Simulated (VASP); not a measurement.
# TaN (P4/nmm) in VASP: a series of runs, part 2 of 2

VASP 6.6.1. The steps go on from the part before.

## (4) Single point, PBEsol (mode 1 frozen in at -0.196 Å and mode 2 at +0.000 Å (largest displacements))

Input file INCAR:

```
PREC = Accurate
ENCUT = 520
EDIFF = 1E-6
ISMEAR = 0
SIGMA = 0.15
LREAL = F
LASPH = T
NELM = 100
ALGO = Normal
ISIF = 2
LWAVE = F
LCHARG = T
GGA = PS
LELF = T
LVHAR = T
NBANDS = 24
```

Input file KPOINTS:

```
regular mesh
0
Gamma
  14 14 10
```

Input file POSCAR:

```
TaN
1.0
    0.0000000000     -2.1874436362     -2.1874436362
    0.0000000000      2.1874436362     -2.1874436362
    4.3748872723      0.0000000000      0.0000000000
Ta N
2 2
Direct
    0.5000000000      0.5000000000     -0.0208865114
    0.0000000000      0.0000000000      0.5208865114
    0.5000000000      0.5000000000      0.4552445611
    0.0000000000      0.0000000000      0.0447554389
```

Potentials or basis: VASP PAW PBE potentials, release 64 (Ta_pv, N).

Started as:

```bash
$ cat potpaw_PBE.64/Ta_pv/POTCAR potpaw_PBE.64/N/POTCAR > POTCAR
$ mpirun -np 1 vasp_std > vasp.out
```

OUTCAR:

```text
PREC = Accurate
   ENCUT = 520
   EDIFF = 1E-6
   ISMEAR = 0
   LREAL = F
   LASPH = T
   NELM = 100
   ISIF = 2
   GGA = PS

 ion  position               nearest neighbor table
   1  0.500  0.500  0.979-   3 2.08   4 2.21   4 2.21   4 2.21   4 2.21   3 2.29   2 2.97   2 2.97
                             2 2.97   2 2.97   2 3.23   2 3.23   2 3.23   2 3.23
   2  0.000  0.000  0.521-   4 2.08   3 2.21   3 2.21   3 2.21   3 2.21   4 2.29   1 2.97   1 2.97
                             1 2.97   1 2.97   1 3.23   1 3.23   1 3.23   1 3.23
   3  0.500  0.500  0.455-   1 2.08   2 2.21   2 2.21   2 2.21   2 2.21   1 2.29
   4  0.000  0.000  0.045-   2 2.08   1 2.21   1 2.21   1 2.21   1 2.21   2 2.29

  LATTYP: Found a simple tetragonal cell.
 ALAT       =     3.0935124572
 C/A-ratio  =     1.4142135623

  Lattice vectors:

 A1 = (   0.0000000000,  -2.1874436362,  -2.1874436362)
 A2 = (   0.0000000000,   2.1874436362,  -2.1874436362)
 A3 = (   4.3748872723,   0.0000000000,   0.0000000000)

Analysis of symmetry for initial positions (statically):
=====================================================================
 Subroutine PRICEL returns:
 Original cell was already a primitive cell.

 Routine SETGRP: Setting up the symmetry group for a
 simple tetragonal supercell.

 Subroutine GETGRP returns: Found 16 space group operations
 (whereof  8 operations were pure point group operations)
 out of a pool of 16 trial point group operations.

The static configuration has the point symmetry C_4v.
 The point group associated with its full space group is D_4h.

Analysis of symmetry for dynamics (positions and initial velocities):
=====================================================================
 Subroutine PRICEL returns:
 Original cell was already a primitive cell.

 Routine SETGRP: Setting up the symmetry group for a
 simple tetragonal supercell.

 Subroutine GETGRP returns: Found 16 space group operations
[... 120 lines left out ...]
   NUPDOWN=      -1.0000    fix difference up-down
   EMIN   =  10.00;   EMAX   =-10.00  energy-range for DOS
   EFERMI =   0.00;   METHOD = LEGACY
   ISMEAR =     0;   SIGMA  =   0.15  broadening in eV -4-tet -1-fermi 0-gaus
   EFERMI_NEDOS =   21; number of points for ismear=-14 and -15
   IALGO  =     38    algorithm
   IMIX   =      4    mixing-type and parameters
     AMIX     =   0.40;   BMIX     =  1.00
     AMIX_MAG =   1.60;   BMIX_MAG =  1.00
  volume/ion in A,a.u.               =      10.47        70.63
  Fermi-wavevector in a.u.,A,eV,Ry     =   1.496814  2.828569 30.483219  2.240453
  Thomas-Fermi vector in A             =   2.608783
   LORBIT       =      0    0 simple, 1 ext, 2 COOP (PROOUT), +10 PAW based schemes
   GGA     = PS    functional components
   LHFCALC =     F    Hartree Fock is set to
   AEXX    =    0.0000 exact exchange contribution
   IVDW    =     0    specifies the selected vdW correction
   LEPSILON=     F    determine dielectric tensor
   LRPA    =     F    only Hartree local field effects (RPA)
 non-spin polarized calculation
 Gauss-broadening in eV      SIGMA  =   0.15
  energy-cutoff  :      520.00
  volume of cell :       41.87
 maximum number of plane-waves:      1176
 NGX is ok and might be reduce to    24
   NGX = 11   NGY = 11   NGZ = 17

 number of electron      32.0000003 magnetization

 Free energy of the ion-electron system (eV)
  ---------------------------------------------------
  ext. energy  EPLUGINS =         0.00000000
  ---------------------------------------------------
  free energy    TOTEN  =       -46.49823459 eV

  energy without entropy =      -46.47838951  energy(sigma->0) =      -46.48831205

 E-fermi :   9.1866     XC(G=0): -13.6762

 val. band max:        9.1845990114   @ k =   0.3571   0.0000   0.2000
 cond. band min:       9.1887389663   @ k =   0.0000   0.0000   0.3000
 fundamental gap:      0.0041399549
 Fermi energy:         9.1866232547

 k-point     1 :       0.0000    0.0000    0.0000
  band No.  band energies     occupation
      1     -26.9252      2.00000
      2     -26.4886      2.00000
      3     -26.4886      2.00000
      4     -26.1543      2.00000
      5     -26.1543      2.00000
      6     -26.1324      2.00000
[... 637 lines left out ...]
     23      13.5301      0.00000
     24      15.0275      0.00000

 [... further k-points ...]
[... 5 lines left out ...]
  --------------------------------------------------------------------------------------
  -------------------------------------------------------------------------------------
  Total        5.0449221     -1.6225004     -1.6225004      0.0000000      0.0000000      0.0000000
  in kB      193.0609518    -62.0904468    -62.0904468      0.0000000      0.0000000      0.0000000
  external PRESSURE =      22.9600194 kB  Pullay stress =       0.0000000 kB

 VOLUME and BASIS-vectors are now :
 -----------------------------------------------------------------------------
  energy-cutoff  :      520.00
  volume of cell :       41.87
      direct lattice vectors                 reciprocal lattice vectors
     0.000000000 -2.187443636 -2.187443636     0.000000000 -0.228577318 -0.228577318
     0.000000000  2.187443636 -2.187443636     0.000000000  0.228577318 -0.228577318
     4.374887272  0.000000000  0.000000000     0.228577318  0.000000000  0.000000000

 POSITION                                       TOTAL-FORCE (eV/Angst)
 -----------------------------------------------------------------------------------
      4.28351      0.00000     -2.18744        -1.147095      0.000000      0.000000
      2.27882      0.00000      0.00000         1.147095     -0.000000     -0.000000
      1.99164      0.00000     -2.18744         1.083293      0.000000      0.000000
      0.19580      0.00000      0.00000        -1.083293     -0.000000     -0.000000
 -----------------------------------------------------------------------------------
    total drift:                               -0.000000     -0.000000      0.000000

  FREE ENERGIE OF THE ION-ELECTRON SYSTEM (eV)
  ---------------------------------------------------
  free  energy   TOTEN  =       -46.4982345899 eV

  energy  without entropy=      -46.4783895112  energy(sigma->0) =      -46.48831205
```

OSZICAR:

```text
N       E                     dE             d eps       ncg     rms          rms(c)
DAV:   1     0.255975969450E+03    0.25598E+03   -0.17163E+04 10368   0.141E+03
DAV:   2    -0.394088815398E+02   -0.29538E+03   -0.28092E+03 12320   0.410E+02
DAV:   3    -0.519001548370E+02   -0.12491E+02   -0.12273E+02 13176   0.804E+01
DAV:   4    -0.520514613835E+02   -0.15131E+00   -0.15105E+00 11480   0.910E+00
DAV:   5    -0.520534484454E+02   -0.19871E-02   -0.19862E-02 13424   0.848E-01    0.355E+01
DAV:   6    -0.467477983639E+02    0.53057E+01   -0.19865E+01 12296   0.314E+01    0.153E+01
DAV:   7    -0.465617400651E+02    0.18606E+00   -0.11236E+00 11472   0.757E+00    0.918E+00
DAV:   8    -0.465048284909E+02    0.56912E-01   -0.22369E-01 12984   0.337E+00    0.922E-01
DAV:   9    -0.464985499358E+02    0.62786E-02   -0.23693E-02 12480   0.981E-01    0.276E-01
DAV:  10    -0.464982985173E+02    0.25142E-03   -0.20411E-03 12720   0.415E-01    0.785E-02
DAV:  11    -0.464982340440E+02    0.64473E-04   -0.20027E-04 12720   0.107E-01    0.151E-02
DAV:  12    -0.464982349661E+02   -0.92208E-06   -0.16315E-05 11872   0.305E-02    0.372E-03
DAV:  13    -0.464982345899E+02    0.37615E-06   -0.57125E-07  7008   0.595E-03
   1 F= -.46498235E+02 E0= -.46488312E+02  d E =-.198451E-01
```

Run time: 2.6 min. Hardware: 1 thread of AMD EPYC 7R13 (Zen 3), shared host; peak memory 0.27 GiB.

Results:

```yaml
Free_energy: -46.4982 eV
Pressure: 2.3 GPa
Largest_force: 1.147 eV/Å
Band_gap_on_the_k_mesh: zero (band 16 reaches 10.93 eV, above the bottom of band 17 at 7.86 eV)
```

Forces on the atoms (eV/Å):
```
Ta  -1.147  0.000  0.000
Ta   1.147  0.000  0.000
N    1.083  0.000  0.000
N   -1.083  0.000  0.000
```

Levels at points of the mesh, in eV from the Fermi level:
```csv
k point,band 13,band 14,band 15,band 16,band 17,band 18,band 19,band 20
"(0.00, 0.00, 0.00)",-3.44,-3.29,-3.29,-1.75,-1.25,-1.25,0.36,0.91
"(0.50, 0.00, 0.00)",-6.06,-6.06,-0.08,-0.08,0.53,0.53,2.37,2.37
"(0.50, 0.50, 0.00)",-4.40,-4.40,-4.18,-4.18,2.84,2.84,3.96,3.96
"(0.00, 0.00, 0.50)",-4.28,-3.73,-3.73,-3.44,0.77,0.77,1.03,1.72
"(0.50, 0.00, 0.50)",-7.10,-7.10,1.52,1.52,2.15,2.15,2.34,2.34
"(0.50, 0.50, 0.50)",-5.37,-5.37,-1.58,-1.58,2.65,2.65,3.98,3.98
```

Caveat: the cell differs from its parent crystal (mode 1 frozen in at -0.196 Å and mode 2 at +0.000 Å (largest displacements)); the PAW data sets were made with another functional, which shifts forces and pressure a little; spin-orbit coupling is left out, which moves the levels of the heavy elements.

## (5) Single point, PBEsol (mode 1 frozen in at -0.261 Å and mode 2 at +0.000 Å (largest displacements))

Input file INCAR:

```
PREC = Accurate
ENCUT = 600
EDIFF = 1E-6
ISMEAR = 0
SIGMA = 0.15
LREAL = False
LASPH = True
NELM = 120
ALGO = Normal
ISIF = 2
LWAVE = False
LCHARG = True
GGA = PS
LELF = True
LVHAR = True
NBANDS = 26
GGA_COMPAT = False
```

Input file KPOINTS:

```
Automatic mesh
0
Gamma
  14 14 10
```

Input file POSCAR:

```
TaN
1.0
    0.0000000000     -2.1874436362     -2.1874436362
    0.0000000000      2.1874436362     -2.1874436362
    4.3748872723      0.0000000000      0.0000000000
Ta N
2 2
Direct
    0.5000000000      0.5000000000     -0.0278415704
    0.0000000000      0.0000000000      0.5278415704
    0.5000000000      0.5000000000      0.4403413200
    0.0000000000      0.0000000000      0.0596586800
```

Potentials or basis: VASP PAW PBE potentials, release 64 (Ta_sv_GW, N).

Started as:

```bash
$ cat potpaw_PBE.64/Ta_sv_GW/POTCAR potpaw_PBE.64/N/POTCAR > POTCAR
$ mpirun -np 1 vasp_std > vasp.out
```

Wall time 2.4 min (1 thread of Intel Xeon 6975P-C (Granite Rapids), shared host); peak memory 0.38 GiB.

The run converged. Its results:

| Quantity | Value |
| --- | --- |
| Free energy | -51.4553 eV |
| Pressure | 2.9 GPa |
| Largest force | 1.890 eV/Å |
| Band gap on the k mesh | zero (band 18 reaches 15.08 eV, above the bottom of band 19 at 12.38 eV) |

Forces in eV/Å, atoms in the order of the input:
```
Ta  -0.624  0.000  0.000
Ta   0.624  0.000  0.000
N    1.890  0.000  0.000
N   -1.890  0.000  0.000
```

Stress tensor (GPa, compression positive):
```
28.06  0.00  0.00
 0.00 -9.69  0.00
 0.00  0.00 -9.69
```

Levels at points of the mesh, in eV from the Fermi level:
| k point | band 16 | band 17 | band 18 | band 19 | band 20 | band 21 |
| --- | --- | --- | --- | --- | --- | --- |
| (0.00, 0.00, 0.00) | -2.99 | -2.99 | -1.52 | -0.80 | -0.80 | 0.50 |
| (0.50, 0.00, 0.00) | -5.70 | -0.44 | -0.44 | 0.50 | 0.50 | 2.49 |
| (0.50, 0.50, 0.00) | -3.91 | -3.90 | -3.90 | 3.21 | 3.21 | 4.11 |
| (0.00, 0.00, 0.50) | -3.29 | -3.29 | -3.11 | 0.63 | 0.63 | 1.10 |
| (0.50, 0.00, 0.50) | -6.80 | 1.22 | 1.22 | 2.20 | 2.20 | 2.53 |
| (0.50, 0.50, 0.50) | -4.84 | -1.82 | -1.82 | 3.72 | 3.72 | 4.12 |

Caveat: the cell differs from its parent crystal (mode 1 frozen in at -0.261 Å and mode 2 at +0.000 Å (largest displacements)); the PAW data sets were made with another functional, which shifts forces and pressure a little; spin-orbit coupling is left out, which moves the levels of the heavy elements.

## (6) Single point, PBEsol (mode 1 frozen in at -0.196 Å and mode 2 at +0.000 Å (largest displacements))

Input file INCAR:

```
PREC = Accurate
ENCUT = 600
EDIFF = 1E-6
ISMEAR = 0
SIGMA = 0.15
LREAL = F
LASPH = T
NELM = 120
ALGO = Normal
ISIF = 2
LWAVE = F
LCHARG = T
GGA = PS
LELF = T
LVHAR = T
NBANDS = 26
GGA_COMPAT = F
```

Input file KPOINTS:

```
regular mesh
0
Gamma
  14 14 10
```

Input file POSCAR:

```
TaN
1.0
    0.0000000000     -2.1874436362     -2.1874436362
    0.0000000000      2.1874436362     -2.1874436362
    4.3748872723      0.0000000000      0.0000000000
Ta N
2 2
Direct
    0.5000000000      0.5000000000     -0.0208865114
    0.0000000000      0.0000000000      0.5208865114
    0.5000000000      0.5000000000      0.4552445611
    0.0000000000      0.0000000000      0.0447554389
```

Potentials or basis: VASP PAW PBE potentials, release 64 (Ta_sv_GW, N).

Started as:

```bash
$ cat potpaw_PBE.64/Ta_sv_GW/POTCAR potpaw_PBE.64/N/POTCAR > POTCAR
$ mpirun -np 1 vasp_std > vasp.out
```

Run time: 3.4 min. Hardware: 1 thread of Intel Xeon Platinum 8375C at 2.90GHz (Ice Lake), shared host; peak memory 0.38 GiB.

Results (log left out):

| Property | Result |
| --- | --- |
| Free energy | -51.5894 eV |
| Pressure | 1.4 GPa |
| Largest force | 1.126 eV/Å |
| Band gap on the k mesh | zero (band 18 reaches 15.26 eV, above the bottom of band 19 at 12.20 eV) |

Forces on the atoms (eV/Å):
```
Ta  -1.126  0.000  0.000
Ta   1.126  0.000  0.000
N    1.077  0.000  0.000
N   -1.077  0.000  0.000
```

Stress tensor (GPa, compression positive):
```
18.19  0.00  0.00
 0.00 -7.03  0.00
 0.00  0.00 -7.03
```

Levels at points of the mesh, in eV from the Fermi level:
| k point | band 14 | band 15 | band 16 | band 17 | band 18 | band 19 | band 20 | band 21 | band 22 | band 23 |
| --- | --- | --- | --- | --- | --- | --- | --- | --- | --- | --- |
| (0.00, 0.00, 0.00) | -4.76 | -3.44 | -3.30 | -3.30 | -1.74 | -1.25 | -1.25 | 0.37 | 0.92 | 1.63 |
| (0.50, 0.00, 0.00) | -6.72 | -6.05 | -6.05 | -0.08 | -0.08 | 0.53 | 0.53 | 2.37 | 2.37 | 3.70 |
| (0.50, 0.50, 0.00) | -4.44 | -4.39 | -4.39 | -4.17 | -4.17 | 2.85 | 2.85 | 3.98 | 3.98 | 4.24 |
| (0.00, 0.00, 0.50) | -5.29 | -4.27 | -3.74 | -3.74 | -3.43 | 0.77 | 0.77 | 1.04 | 1.73 | 2.23 |
| (0.50, 0.00, 0.50) | -7.13 | -7.10 | -7.10 | 1.52 | 1.52 | 2.16 | 2.16 | 2.35 | 2.35 | 4.68 |
| (0.50, 0.50, 0.50) | -7.32 | -5.36 | -5.36 | -1.58 | -1.58 | 2.64 | 2.64 | 3.99 | 3.99 | 4.29 |

Caveat: the cell differs from its parent crystal (mode 1 frozen in at -0.196 Å and mode 2 at +0.000 Å (largest displacements)); the PAW data sets were made with another functional, which shifts forces and pressure a little; spin-orbit coupling is left out, which moves the levels of the heavy elements.

## (7) Single point, PBEsol (mode 1 frozen in at -0.131 Å and mode 2 at +0.000 Å (largest displacements))

Input file INCAR:

```
PREC = Accurate ; ENCUT = 600
EDIFF = 1E-6 ; ISMEAR = 0
SIGMA = 0.15 ; LREAL = False
LASPH = True ; NELM = 120
ALGO = Normal ; ISIF = 2
LWAVE = False ; LCHARG = False
GGA = PS ; NBANDS = 26
GGA_COMPAT = False
```

Input file KPOINTS:

```
Automatic mesh
0
Gamma
  14 14 10
```

Input file POSCAR:

```
TaN
1.0
    0.0000000000     -2.1874436362     -2.1874436362
    0.0000000000      2.1874436362     -2.1874436362
    4.3748872723      0.0000000000      0.0000000000
Ta N
2 2
Direct
    0.5000000000      0.5000000000     -0.0139207852
    0.0000000000      0.0000000000      0.5139207852
    0.5000000000      0.5000000000      0.4701706600
    0.0000000000      0.0000000000      0.0298293400
```

Started as:

```bash
$ cat potpaw_PBE.64/Ta_sv_GW/POTCAR potpaw_PBE.64/N/POTCAR > POTCAR
$ mpirun -np 1 vasp_std > vasp.out
```

Wall time 4.7 min (1 thread of Intel Xeon Platinum 8488C (Sapphire Rapids), shared host); peak memory 0.38 GiB.

The run converged. Its results:

```yaml
Free_energy: -51.6093 eV
Pressure: 0.6 GPa
Largest_force: 1.310 eV/Å
Band_gap_on_the_k_mesh: zero (band 18 reaches 15.47 eV, above the bottom of band 19 at 12.00 eV)
```

Forces on the atoms (eV/Å):
```
Ta  -1.310  0.000  0.000
Ta   1.310  0.000  0.000
N    0.417  0.000  0.000
N   -0.417  0.000  0.000
```

Stress tensor (GPa, compression positive):
```
10.14  0.00  0.00
 0.00 -4.24  0.00
 0.00  0.00 -4.24
```

Levels at points of the mesh, in eV from the Fermi level:
| k point | band 14 | band 15 | band 16 | band 17 | band 18 | band 19 | band 20 | band 21 | band 22 | band 23 |
| --- | --- | --- | --- | --- | --- | --- | --- | --- | --- | --- |
| (0.00, 0.00, 0.00) | -4.69 | -3.62 | -3.56 | -3.56 | -1.94 | -1.68 | -1.68 | 0.22 | 0.49 | 1.66 |
| (0.50, 0.00, 0.00) | -7.02 | -6.37 | -6.37 | 0.25 | 0.25 | 0.50 | 0.50 | 2.17 | 2.17 | 3.38 |
| (0.50, 0.50, 0.00) | -4.90 | -4.52 | -4.52 | -4.40 | -4.40 | 2.51 | 2.51 | 3.83 | 3.83 | 3.96 |
| (0.00, 0.00, 0.50) | -5.24 | -4.28 | -4.19 | -4.19 | -3.75 | 0.97 | 0.97 | 0.98 | 1.42 | 2.30 |
| (0.50, 0.00, 0.50) | -7.41 | -7.39 | -7.39 | 1.78 | 1.78 | 2.08 | 2.08 | 2.17 | 2.17 | 4.30 |
| (0.50, 0.50, 0.50) | -7.34 | -5.89 | -5.89 | -1.25 | -1.25 | 1.59 | 1.59 | 3.85 | 3.85 | 4.26 |

Caveat: the cell differs from its parent crystal (mode 1 frozen in at -0.131 Å and mode 2 at +0.000 Å (largest displacements)); the PAW data sets were made with another functional, which shifts forces and pressure a little; spin-orbit coupling is left out, which moves the levels of the heavy elements.
